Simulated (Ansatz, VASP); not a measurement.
# Two plane-wave programs on AlAs

The input INCAR:

```
SYSTEM = AlAs
  ALGO = Normal
  EDIFF = 1E-6
  ENCUT = 500
  GGA = PE
  GGA_COMPAT = .FALSE.
  ISIF = 2
  ISMEAR = 0
  IVDW = 12
  LASPH = .TRUE.
  LCHARG = .FALSE.
  LREAL = .FALSE.
  LWAVE = .FALSE.
  NBANDS = 11
  NELM = 120
  PREC = Accurate
  SIGMA = 0.1
```

KPOINTS

```
k-points
0
G
  6 6 6
  0 0 0
```

Contents of POSCAR:

```
AlAs
1.0
    0.0000000000      2.8379008000      2.8379008000
    2.8379008000      0.0000000000      2.8379008000
    2.8379008000      2.8379008000      0.0000000000
Al As
1 1
Direct
    0.0000000000      0.0000000000      0.0000000000
    0.2500000000      0.2500000000      0.2500000000
```

Input for Ansatz:

```yaml
crystal:
  lattice:
    - [0.0, 2.8379008, 2.8379008]
    - [2.8379008, 0.0, 2.8379008]
    - [2.8379008, 2.8379008, 0.0]
  atoms:
    - { symbol: Al, position: [0.0, 0.0, 0.0] }
    - { symbol: As, position: [0.25, 0.25, 0.25] }
basis:
  ecutwfc: 420
kpoints:
  mp_grid: { grid: [6, 6, 6] }
hamiltonian:
  xc: pbe
  dispersion: d3bj
  pseudopotentials: { kind: paw, azcp: { folder: soft_1 } }
scf:
  occupations: { method: gaussian, width: 0.1 }
output:
  forces: true
  stress: true
  eigenvalues: true
```

Alike in both runs: task single point; functional PBE; dispersion D3(BJ); k mesh 6 × 6 × 6; occupations gaussian, width 0.1 eV; no spin polarisation.

|  | VASP | Ansatz |
| --- | --- | --- |
| version | VASP 6.6.1 | Ansatz 0.2.0 |
| potentials or method | VASP PAW PBE potentials, release 64 (Al, As), cutoff 500 eV | scalar-relativistic, plane waves, PAW |
| valence electrons in the cell | 8 | 18 |

|  | VASP | Ansatz | Ansatz less VASP |
| --- | --- | --- | --- |
| gap on the k mesh at the Fermi level (eV) | 1.45 | 1.46 | +0.010 |
| least direct gap on the mesh (eV) | 2.00 | 1.99 | -0.004 |
| pressure (GPa) | -0.2 | -0.4 | -0.19 |

VASP's potentials hold 8 valence electrons a cell and Ansatz's 18, so a difference there can come from the potentials and not from the codes.
